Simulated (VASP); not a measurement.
# Br (Cmce) in VASP: settings compared

Aim: see how the results for Br move with the level of theory and the settings. Levels: PBE-based screened hybrid with 25 % exact exchange, PBE. Tasks: single point, relaxation of cell and atoms.

All numbers are computed with VASP 6.6.1; they aren't measurements. Logs are shortened: lines on timing, memory, paths and dates and some standing lists are left out, and cuts for length are marked.

## 1. The cell of the first run

It takes space group Cmce (No. 64, orthorhombic). The conventional cell has a = 6.726 Å, b = 4.645 Å, c = 8.702 Å, α = 90.00°, β = 90.00°, γ = 90.00°. Within 3.0 Å of Br (site symmetry m) lie 1 Br at 2.29 Å.

## 2. Single point, PBE-based screened hybrid with 25 % exact exchange

Input file POSCAR:

```
Br
1.0
    3.3632500000     -2.3225500000      0.0000000000
    3.3632500000      2.3225500000      0.0000000000
    0.0000000000      0.0000000000      8.7023000000
Br
4
Direct
    0.3651000000      0.6349000000      0.3901000000
    0.1349000000      0.8651000000      0.8901000000
    0.6349000000      0.3651000000      0.6099000000
    0.8651000000      0.1349000000      0.1099000000
```

Input file INCAR.step1:

```
SYSTEM = Br
PREC = Accurate
ENCUT = 520
EDIFF = 1E-5
ISMEAR = -1
SIGMA = 0.05
LREAL = .FALSE.
LASPH = .TRUE.
NELM = 60
ALGO = Normal
ISIF = 2
LWAVE = .TRUE.
LCHARG = .FALSE.
GGA = PE
NBANDS = 22
```

Input file INCAR.step2:

```
SYSTEM = Br
PREC = Accurate
ENCUT = 520
EDIFF = 1E-6
ISMEAR = -1
SIGMA = 0.05
LREAL = .FALSE.
LASPH = .TRUE.
NELM = 60
ALGO = Normal
ISIF = 2
LWAVE = .FALSE.
LCHARG = .FALSE.
GGA = PE
LHFCALC = .TRUE.
AEXX = 0.25
HFSCREEN = 0.2078699
PRECFOCK = Normal
ISTART = 1
NBANDS = 22
```

Input file KPOINTS:

```
Automatic mesh
0
G
  4 4 2
  0 0 0
```

Potentials or basis: VASP PAW PBE potentials, release 64 (Br).

On the command line:

```sh
> cat potpaw_PBE.64/Br/POTCAR > POTCAR
> cp INCAR.step1 INCAR
> mpirun -np 1 vasp_std > vasp.out
> cp INCAR.step2 INCAR
> mpirun -np 1 vasp_std > vasp.out
```

OUTCAR:

```text
SYSTEM = Br
   PREC = Accurate
   ENCUT = 520
   EDIFF = 1E-6
   ISMEAR = -1
   LREAL = .FALSE.
   LASPH = .TRUE.
   NELM = 60
   ISIF = 2
   GGA = PE
   LHFCALC = .TRUE.
   AEXX = 0.25
   HFSCREEN = 0.2078699
   PRECFOCK = Normal
   ISTART = 1

 ion  position               nearest neighbor table
   1  0.365  0.635  0.390-   3 2.29
   2  0.135  0.865  0.890-   4 2.29
   3  0.635  0.365  0.610-   1 2.29
   4  0.865  0.135  0.110-   2 2.29

  LATTYP: Found a base centered orthorhombic cell.
 ALAT       =     4.6451000000
 B/A-ratio  =     1.4480850789
 C/A-ratio  =     1.8734365245

  Lattice vectors:

 A1 = (  -3.3632500000,  -2.3225500000,   0.0000000000)
 A2 = (   3.3632500000,  -2.3225500000,   0.0000000000)
 A3 = (   0.0000000000,   0.0000000000,   8.7023000000)

Analysis of symmetry for initial positions (statically):
=====================================================================
 Subroutine PRICEL returns:
 Original cell was already a primitive cell.

 Routine SETGRP: Setting up the symmetry group for a
 base centered orthorhombic supercell.

 Subroutine GETGRP returns: Found  8 space group operations
 (whereof  4 operations were pure point group operations)
 out of a pool of  8 trial point group operations.

The static configuration has the point symmetry C_2h.
 The point group associated with its full space group is D_2h.

Analysis of symmetry for dynamics (positions and initial velocities):
=====================================================================
 Subroutine PRICEL returns:
 Original cell was already a primitive cell.

 Routine SETGRP: Setting up the symmetry group for a
 base centered orthorhombic supercell.

 Subroutine GETGRP returns: Found  8 space group operations
 (whereof  4 operations were pure point group operations)
 out of a pool of  8 trial point group operations.

The dynamic configuration has the point symmetry C_2h.
 The point group associated with its full space group is D_2h.

 Subroutine INISYM returns: Found  8 space group operations
 (whereof  4 operations are pure point group operations),
 and found     1 'primitive' translations

----------------------------------------------------------------------------------------

                                     Primitive cell

  volume of cell :     135.9528

  direct lattice vectors                    reciprocal lattice vectors
     3.363250000 -2.322550000  0.000000000     0.148665725 -0.215280618  0.000000000
     3.363250000  2.322550000  0.000000000     0.148665725  0.215280618  0.000000000
     0.000000000  0.000000000  8.702300000     0.000000000  0.000000000  0.114912150

  length of vectors
     4.087259359  4.087259359  8.702300000     0.261624239  0.261624239  0.114912150

  position of ions in fractional coordinates (direct lattice)
     0.365100000  0.634900000  0.390100000
     0.134900000  0.865100000  0.890100000
     0.634900000  0.365100000  0.609900000
     0.865100000  0.134900000  0.109900000

  ion indices of the primitive-cell ions
   primitive index   ion index
                 1           1
                 2           2
                 3           3
                 4           4

----------------------------------------------------------------------------------------

 KPOINTS: Automatic mesh

Automatic generation of k-mesh.
 Grid dimensions read from file:
 generate k-points for:    4    4    2

 Generating k-lattice:

  Cartesian coordinates                     Fractional coordinates (reciprocal lattice)
     0.037166431 -0.053820155  0.000000000     0.250000000  0.000000000  0.000000000
     0.037166431  0.053820155  0.000000000     0.000000000  0.250000000  0.000000000
     0.000000000  0.000000000  0.057456075     0.000000000  0.000000000  0.500000000

  Length of vectors
     0.065406060  0.065406060  0.057456075

  Shift w.r.t. Gamma in fractional coordinates (k-lattice)
     0.000000000  0.000000000  0.000000000

 Subroutine IBZKPT returns following result:
 ===========================================

 Found     14 irreducible k-points:

 Following reciprocal coordinates:
            Coordinates               Weight
  0.000000  0.000000  0.000000      1.000000
  0.250000 -0.000000  0.000000      4.000000
  0.500000 -0.000000  0.000000      2.000000
  0.250000  0.250000  0.000000      2.000000
  0.500000  0.250000  0.000000      4.000000
 -0.250000  0.250000  0.000000      2.000000
  0.500000  0.500000  0.000000      1.000000
  0.000000  0.000000  0.500000      1.000000
  0.250000 -0.000000  0.500000      4.000000
  0.500000 -0.000000  0.500000      2.000000
  0.250000  0.250000  0.500000      2.000000
  0.500000  0.250000  0.500000      4.000000
 -0.250000  0.250000  0.500000      2.000000
  0.500000  0.500000  0.500000      1.000000
   k-points           NKPTS =     14   k-points in BZ     NKDIM =     32   number of bands    NBANDS=     22
   number of dos      NEDOS =    301   number of ions     NIONS =      4
   total plane-waves  NPLWV =  63000
   dimension x,y,z NGX =    30 NGY =   30 NGZ =   70
   dimension x,y,z NGXF=    60 NGYF=   60 NGZF=  140
   ions per type =               4
   NGX,Y,Z   is equivalent  to a cutoff of  12.20, 12.20, 13.37 a.u.
   NGXF,Y,Z  is equivalent  to a cutoff of  24.40, 24.40, 26.75 a.u.
 SYSTEM =  Br
   PREC   = accura    normal or accurate (medium, high low for compatibility)
   ISTART =      1    job   : 0-new  1-cont  2-samecut
   ICHARG =      0    charge: 1-file 2-atom 10-const
   ISPIN  =      1    spin polarized calculation?
   LNONCOLLINEAR =      F non collinear calculations
   LSORBIT =      F    spin-orbit coupling
   LASPH  =      T    aspherical Exc in radial PAW
   ENCUT  =  520.0 eV  38.22 Ry    6.18 a.u.   7.60  7.60 16.18*2*pi/ulx,y,z
   NELM   =     60;   NELMIN=  2; NELMDL=  0     # of ELM steps
   EDIFF  = 0.1E-05   stopping-criterion for ELM
   LREAL  =      F    real-space projection
   EDIFFG = 0.1E-04   stopping-criterion for IOM
   NSW    =      0    number of steps for IOM
   IBRION =     -1    ionic relax: 0-MD 1-quasi-New 2-CG
   NFREE  =      0    steps in history (QN), initial steepest desc. (CG)
   ISIF   =      2    stress and relaxation
   ISYM   =      3    0-nonsym 1-usesym 2-fastsym
   POTIM  = 0.5000    time-step for ionic-motion
   TEBEG  =    0.0;   TEEND  =   0.0 temperature during run
   PSTRESS=    0.0 pullay stress
   NELECT =      28.0000    total number of electrons
   NUPDOWN=      -1.0000    fix difference up-down
   EMIN   =  10.00;   EMAX   =-10.00  energy-range for DOS
   EFERMI =   0.00;   METHOD = LEGACY
   ISMEAR =    -1;   SIGMA  =   0.05  broadening in eV -4-tet -1-fermi 0-gaus
   EFERMI_NEDOS =   21; number of points for ismear=-14 and -15
   IALGO  =     38    algorithm
   IMIX   =      1    mixing-type and parameters
     AMIX     =   0.40;   BMIX     =  1.00
     AMIX_MAG =   1.60;   BMIX_MAG =  1.00
  volume/ion in A,a.u.               =      33.99       229.36
  Fermi-wavevector in a.u.,A,eV,Ry     =   0.966788  1.826965 12.717090  0.934680
  Thomas-Fermi vector in A             =   2.096619
   LORBIT       =      0    0 simple, 1 ext, 2 COOP (PROOUT), +10 PAW based schemes
   GGA     = PE    functional components
   LHFCALC =     T    Hartree Fock is set to
   PRECFOCK=normal    Normal, Fast or Accurate (Low or Medium for compatibility)
   ENCUT4O =  -1.0   cutoff for four orbital integrals eV
   NKREDX  =     1    reduce k-point grid by
   NKREDY  =     1    reduce k-point grid by
   NKREDZ  =     1    reduce k-point grid by
   AEXX    =    0.2500 exact exchange contribution
   HFSCREEN=    0.2079 screening length (either q_TF or 0.3 A-1)
   HFSCREENC=   0.2079 screening length for correlation (either q_TF or 0.3 A-1)
   ENCUTFOCK=  -1.0 apply spherical cutoff to Coloumb kernel
   IVDW    =     0    specifies the selected vdW correction
   LEPSILON=     F    determine dielectric tensor
   LRPA    =     F    only Hartree local field effects (RPA)
 non-spin polarized calculation
  energy-cutoff  :      520.00
  volume of cell :      135.95
 maximum number of plane-waves:      3697
  NGX = 24; NGY = 24; NGZ = 50

 number of electron      27.9999999 magnetization

 Free energy of the ion-electron system (eV)
  ---------------------------------------------------
  ext. energy  EPLUGINS =         0.00000000
  ---------------------------------------------------
  free energy    TOTEN  =        -9.04450134 eV

  energy without entropy =       -9.04450134  energy(sigma->0) =       -9.04450134

 E-fermi :  -0.0522     XC(G=0):  -6.5800

 val. band max:       -1.1872925372   @ k =   0.5000  -0.0000   0.5000
 cond. band min:       1.9164924546   @ k =   0.0000   0.0000   0.0000
 fundamental gap:      3.1037849918
 Fermi energy:        -0.0521679959

 k-point     1 :       0.0000    0.0000    0.0000
  band No.  band energies     occupation
      1     -18.3671      2.00000
      2     -18.0113      2.00000
      3     -15.2807      2.00000
      4     -14.5237      2.00000
      5      -6.1656      2.00000
      6      -5.0700      2.00000
[... 14 lines left out ...]
     21       9.1460      0.00000
     22       9.3656      0.00000

 k-point     2 :       0.2500   -0.0000    0.0000
  band No.  band energies     occupation
      1     -18.2357      2.00000
      2     -17.9766      2.00000
      3     -15.1744      2.00000
      4     -14.6465      2.00000
      5      -6.1891      2.00000
      6      -5.4026      2.00000
[... 14 lines left out ...]
     21       9.0554      0.00000
     22       9.7776      0.00000

 k-point     3 :       0.5000   -0.0000    0.0000
  band No.  band energies     occupation
      1     -18.0191      2.00000
      2     -18.0191      2.00000
      3     -14.9223      2.00000
      4     -14.9223      2.00000
      5      -6.0602      2.00000
      6      -6.0602      2.00000
[... 14 lines left out ...]
     21      10.4403      0.00000
     22      10.4403      0.00000
[... 226 lines left out ...]
 k-point    13 :      -0.2500    0.2500    0.5000
  band No.  band energies     occupation
      1     -18.0201      2.00000
      2     -18.0201      2.00000
      3     -14.9215      2.00000
      4     -14.9215      2.00000
      5      -5.7959      2.00000
      6      -5.7959      2.00000
[... 14 lines left out ...]
     21       9.9734      0.00000
     22       9.9845      0.00000

 k-point    14 :       0.5000    0.5000    0.5000
  band No.  band energies     occupation
      1     -17.9835      2.00000
      2     -17.9835      2.00000
      3     -14.8004      2.00000
      4     -14.8004      2.00000
      5      -5.7140      2.00000
      6      -5.7140      2.00000
[... 14 lines left out ...]
     21       9.2162      0.00000
     22       9.2162      0.00000

------------------------ aborting loop because EDIFF is reached ----------------------------------------

  FORCE on cell =-STRESS in cart. coord.  units (eV):
  Direction    XX          YY          ZZ          XY          YZ          ZX
  --------------------------------------------------------------------------------------
  -------------------------------------------------------------------------------------
  Total        0.8418141      0.4595630      0.6765774      0.0000000      0.0000000      0.0000000
  in kB        9.9206128      5.4158590      7.9733316      0.0000000      0.0000000      0.0000000
  external PRESSURE =       7.7699345 kB  Pullay stress =       0.0000000 kB

 VOLUME and BASIS-vectors are now :
 -----------------------------------------------------------------------------
  energy-cutoff  :      520.00
  volume of cell :      135.95
      direct lattice vectors                 reciprocal lattice vectors
     3.363250000 -2.322550000  0.000000000     0.148665725 -0.215280618  0.000000000
     3.363250000  2.322550000  0.000000000     0.148665725  0.215280618  0.000000000
     0.000000000  0.000000000  8.702300000     0.000000000  0.000000000  0.114912150

 POSITION                                       TOTAL-FORCE (eV/Angst)
 -----------------------------------------------------------------------------------
      3.36325      0.62662      3.39477         0.000000      0.055777     -0.147187
      3.36325      1.69593      7.74592         0.000000     -0.055777     -0.147187
      3.36325     -0.62662      5.30753         0.000000     -0.055777      0.147187
      3.36325     -1.69593      0.95638         0.000000      0.055777      0.147187
 -----------------------------------------------------------------------------------
    total drift:                                0.000000     -0.000000     -0.000000

  FREE ENERGIE OF THE ION-ELECTRON SYSTEM (eV)
  ---------------------------------------------------
  free  energy   TOTEN  =        -9.0445013417 eV

  energy  without entropy=       -9.0445013417  energy(sigma->0) =       -9.04450134
```

Wall time 53 min (1 thread of Intel Xeon 8259CL, shared host); peak memory 0.35 GiB.

Results:

* Free energy: -9.0445 eV
* Pressure: 0.8 GPa
* Largest force: 0.157 eV/Å
* Band gap on the k mesh: 3.10 eV (least direct gap 3.22 eV)

Forces in eV/Å, atoms in the order of the input:
```
Br   0.000  0.056 -0.147
Br   0.000 -0.056 -0.147
Br   0.000 -0.056  0.147
Br   0.000  0.056  0.147
```

Levels at points of the mesh, in eV from the valence-band top:
```
           k point  band 12  band 13  band 14  band 15  band 16  band 17
(0.00, 0.00, 0.00)    -0.38    -0.16    -0.12     3.10     3.94     7.16
(0.50, 0.00, 0.00)    -0.83    -0.28    -0.28     3.75     3.75     8.32
(0.50, 0.50, 0.00)    -1.22    -0.43    -0.09     3.17     3.58     8.50
(0.00, 0.00, 0.50)    -0.86    -0.14    -0.14     3.34     3.34     7.93
(0.50, 0.00, 0.50)    -0.61     0.00     0.00     3.52     3.52     8.65
(0.50, 0.50, 0.50)    -0.96    -0.72    -0.72     3.24     3.24     9.25
```

Caveat: this functional lacks dispersion, which holds the molecules together, so the pressure and a relaxed volume are unreliable; the PAW data sets were made with another functional, which shifts forces and pressure a little.

## 3. Relaxation of cell and atoms, PBE, target pressure 10 GPa, at which the enthalpy is minimised

Input file INCAR:

```
PREC = Accurate ; ENCUT = 600
EDIFF = 1E-6 ; ISMEAR = -1
SIGMA = 0.05 ; LREAL = False
LASPH = True ; NELM = 100
ALGO = Normal ; ISIF = 3
LWAVE = False ; LCHARG = False
GGA = PE ; IBRION = 2
NSW = 60 ; EDIFFG = -0.01
PSTRESS = 100.0
```

Input file KPOINTS:

```
regular mesh
0
Gamma
  7 7 3
```

POSCAR is that of step 2.

Potentials or basis: VASP PAW PBE potentials, release 64 (Br).

On the command line:

```sh
> cat potpaw_PBE.64/Br/POTCAR > POTCAR
> mpirun -np 1 vasp_std > vasp.out
```

Wall time 6.1 min (1 thread of Intel Xeon 6975P-C (Granite Rapids), shared host); peak memory 0.34 GiB.

Results (log left out):

- Free energy: -5.6100 eV
- Relaxed volume: 23.51 Å³/atom
- Relaxed cell: a = 3.542 Å, b = 3.542 Å, c = 8.261 Å, α = 90.00°, β = 90.00°, γ = 65.12°
- Space group after relaxing (to 0.1 Å): Cmce (No. 64)
- Energy change on relaxing (the run minimises the enthalpy): +190.7 meV/atom
- Ionic steps: 16
- Pressure after relaxing: 10.0 GPa
- Largest force after relaxing: 0.005 eV/Å
- Band gap on the k mesh: 1.04 eV (least direct gap 1.47 eV)

Forces in eV/Å, atoms in the order of the input:
```
Br   0.000  0.002 -0.005
Br   0.000 -0.002 -0.005
Br   0.000 -0.002  0.005
Br   0.000  0.002  0.005
```

Step by step:
| step | energy change (eV) | largest force (eV/Å) | pressure (GPa) | volume (Å³) |
| --- | --- | --- | --- | --- |
| 1 | 0.0000 | 0.8819 | 1.85 | 135.95 |
| 2 | 0.7658 | 2.6700 | 11.53 | 104.67 |
| 3 | 0.9823 | 2.9280 | 13.78 | 100.94 |
| 4 | 1.0094 | 0.9143 | 13.82 | 92.85 |
| 5 | 1.1147 | 0.6125 | 14.38 | 90.92 |
| 6 | 0.8018 | 0.3313 | 10.57 | 94.80 |
| 7 | 0.7313 | 0.2666 | 9.65 | 95.88 |
| 8 | 0.7310 | 0.2532 | 9.66 | 95.74 |
| 9 | 0.7334 | 0.2127 | 9.74 | 95.29 |
| 10 | 0.7559 | 0.1312 | 10.04 | 94.36 |
| 11 | 0.8879 | 0.0694 | 11.27 | 92.31 |
| 12 | 0.7990 | 0.0561 | 10.52 | 93.47 |
| 13 | 0.8058 | 0.0454 | 10.58 | 93.36 |
| 14 | 0.7124 | 0.1021 | 9.03 | 94.91 |
| 15 | 0.7703 | 0.0393 | 10.01 | 93.91 |
| 16 | 0.7627 | 0.0054 | 10.01 | 94.03 |

Final structure:
```
Br
1.0
     2.98550   -1.90636    0.00000
     2.98550    1.90636    0.00000
     0.00000    0.00000    8.26056
Br
4
Direct
  0.32732 0.67268 0.37861
  0.17268 0.82732 0.87861
  0.67268 0.32732 0.62139
  0.82732 0.17268 0.12139
```

Levels at points of the mesh, in eV from the valence-band top:
```csv
k point,band 12,band 13,band 14,band 15,band 16,band 17
"(0.00, 0.00, 0.00)",-0.92,-0.20,0.00,1.52,2.51,5.93
```

Caveat: the cell is relaxed towards a set pressure, so the run minimises the enthalpy, not the energy; the volume moved by over 15 % at a fixed basis, so the end points are rough; this functional lacks dispersion, which holds the molecules together, so the pressure and a relaxed volume are unreliable. A k mesh can miss the band edges.

(Continued in part 2 of 2.)
